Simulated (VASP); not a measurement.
The system is Cl.

```
Cl
1.0
     3.52760    0.00000    0.00000
    -1.76380    3.05499    0.00000
     0.00000    0.00000    5.56780
Cl
2
Cartesian
  -0.0002 2.0368 1.3920
  1.7636 1.0182 4.1759
```

| Property | Result |
| --- | --- |
| Program | VASP 6.6.1 |
| Task | relaxation of cell and atoms |
| Functional | PBE |
| Potentials or basis | VASP PAW PBE potentials, release 64 (Cl) |
| Cutoff | 600 eV |
| k mesh | 11 × 11 × 6 |
| Occupations | fermi-dirac, width 0.1 eV |
| Spin | no spin polarisation |

At the start: pressure -3.5 GPa; volume 30.00 Å³/atom.

How do energy, volume and symmetry change on relaxing?

Over 18 steps the energy falls by 312.7 meV/atom and the volume is 23.14 Å³/atom (-22.9 %); space group P6_3/mmc (No. 194, to 0.1 Å) before and after.

Step by step:
```
step  energy change (eV)  largest force (eV/Å)  pressure (GPa)  volume (Å³)
   1              0.0000                0.0001           -3.46        60.00
   2             -0.1233                0.0001           -3.29        54.55
   3             -0.3031                0.0001            2.64        40.14
   4             -0.3071                0.0001           -0.31        43.79
   5             -0.3127                0.0001            0.61        42.42
   6             -0.4101                0.0002            2.38        40.43
   7              0.0259                0.0004           22.24        33.74
   8             -0.4495                0.0003            4.15        39.20
   9             -0.4536                0.0005            6.17        38.19
  10             -0.4914                0.0006            6.10        38.68
  11             -0.5173                0.0007            6.44        39.53
  12             -0.5828                0.0008            3.57        41.69
  13             -0.6218                0.0009            0.58        44.88
  14             -0.6234                0.0009            0.05        45.62
  15             -0.6234                0.0009           -0.03        45.75
  16             -0.6239                0.0010           -0.03        45.81
  17             -0.6250                0.0013           -0.02        45.97
  18             -0.6254                0.0019            0.00        46.28
```

Final structure:
```
CELL_PARAMETERS angstrom
3.68941 0.00000 0.00000
-1.84471 3.19497 0.00000
0.00000 0.00000 3.92627
ATOMIC_POSITIONS crystal
Cl 0.33337 0.66683 0.25000
Cl 0.66653 0.33317 0.75000
```

Caveat: the volume moved by over 15 % at a fixed basis, so the end points are rough.
